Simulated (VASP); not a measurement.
A run of VASP 6.6.1 is set up as follows.

INCAR

```
SYSTEM = BN
  PREC = Accurate
  ENCUT = 600
  EDIFF = 1E-6
  ISMEAR = -1
  SIGMA = 0.01
  LREAL = .False.
  LASPH = .True.
  NELM = 60
  ALGO = Normal
  ISIF = 3
  LWAVE = .False.
  LCHARG = .False.
  GGA = RE
  IVDW = 12
  IBRION = 2
  NSW = 80
  EDIFFG = -0.02
```

The input KPOINTS:

```
Automatic mesh
0
Gamma
  10 10 10
  0 0 0
```

Contents of POSCAR:

```
BN
1.0
    0.0000000000      1.8075000000      1.8075000000
    1.8075000000      0.0000000000      1.8075000000
    1.8075000000      1.8075000000      0.0000000000
B N
1 1
Direct
    0.0000000000      0.0000000000      0.0000000000
    0.2500000000      0.2500000000      0.2500000000
```

Potentials or basis: VASP PAW PBE potentials, release 64 (B, N).

Command:

```console
$ cat potpaw_PBE.64/B/POTCAR potpaw_PBE.64/N/POTCAR > POTCAR
$ mpirun -np 1 vasp_std > vasp.out
```

Question: What does it give for the relaxed volume?

Answer: 5.84 Å³/atom.

Question: What does it give for the space group after relaxing (to 0.05 Å)?

Answer: F-43m (No. 216).

Question: What does it give for the band gap on the k mesh?

Answer: 4.49 eV, indirect (least direct gap 8.92 eV).

Final structure:
```
B N
1.0
     0.00000    1.80093    1.80093
     1.80093    0.00000    1.80093
     1.80093    1.80093    0.00000
B N
1 1
Cartesian
  0.0000 0.0000 0.0000
  0.9005 0.9005 0.9005
```

Caveat: the PAW data sets were made with another functional, which shifts forces and pressure a little. revPBE gaps usually lie below the measured ones, often by a third to a half.
